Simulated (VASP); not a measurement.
## Y: relaxation of cell and atoms with LDA

Crystal: Y.

```
CELL_PARAMETERS angstrom
2.54320 0.00000 0.00000
-1.27160 2.20247 0.00000
0.00000 0.00000 4.33968
ATOMIC_POSITIONS crystal
Y 0.33333 0.66667 0.25000
Y 0.66667 0.33333 0.75000
```

- Program: VASP 6.6.1
- Task: relaxation of cell and atoms
- Functional: LDA
- Potentials or basis: VASP PAW LDA potentials, release 64 (Y_sv)
- Cutoff: 600 eV
- k mesh: 17 × 17 × 9
- Occupations: fermi-dirac, width 0.05 eV
- Spin: no spin polarisation
- Target pressure: 160 GPa
- Dipole correction: no
- Further INCAR settings: ALGO = Normal; EDIFF = 1e-06; IBRION = 2; EDIFFG = -0.005; NSW = 32; ISIF = 3

```yaml
Relaxed_volume: 12.19 Å³/atom
Relaxed_cell: a = 2.547 Å, b = 2.547 Å, c = 4.340 Å, α = 90.00°, β = 90.00°, γ = 120.00°
Space_group_after_relaxing_to_0.1_Å: P6_3/mmc (No. 194)
Energy_change_on_relaxing_the_run_minimises_the_enthalpy: -33.3 meV/atom
Ionic_steps: 9
Pressure_after_relaxing: 160.1 GPa
Band_gap_on_the_k_mesh: zero (bands 11 and 12 overlap by 4.32 eV)
```

The path:
| step | energy change (eV) | largest force (eV/Å) | pressure (GPa) | volume (Å³) |
| --- | --- | --- | --- | --- |
| 1 | 0.0000 | 0.0000 | 161.41 | 24.31 |
| 2 | -0.3731 | 0.0000 | 153.83 | 24.69 |
| 3 | -0.0709 | 0.0000 | 159.97 | 24.38 |
| 4 | -0.0695 | 0.0000 | 159.93 | 24.38 |
| 5 | -0.0348 | 0.0000 | 160.71 | 24.34 |
| 6 | -0.0676 | 0.0000 | 160.03 | 24.38 |
| 7 | -0.0662 | 0.0000 | 160.06 | 24.37 |
| 8 | -0.0663 | 0.0000 | 160.06 | 24.37 |
| 9 | -0.0665 | 0.0000 | 160.06 | 24.37 |

Final structure:
```
CELL_PARAMETERS angstrom
2.54652 0.00000 0.00000
-1.27326 2.20535 0.00000
0.00000 0.00000 4.34017
ATOMIC_POSITIONS crystal
Y 0.33333 0.66667 0.25000
Y 0.66667 0.33333 0.75000
```

Levels at points of the mesh, in eV from the Fermi level:
```
           k point  band 9  band 10  band 11  band 12  band 13  band 14
(0.00, 0.00, 0.00)   -3.22    -2.52     0.96     2.00     2.00     3.47
```

Wall time 110 s on 1 thread of Intel(R) Xeon(R) 6975P-C (Granite Rapids) (shared host), peak memory 0.21 GiB.

Caveat: the cell is relaxed towards a set pressure, so the run minimises the enthalpy, not the energy.
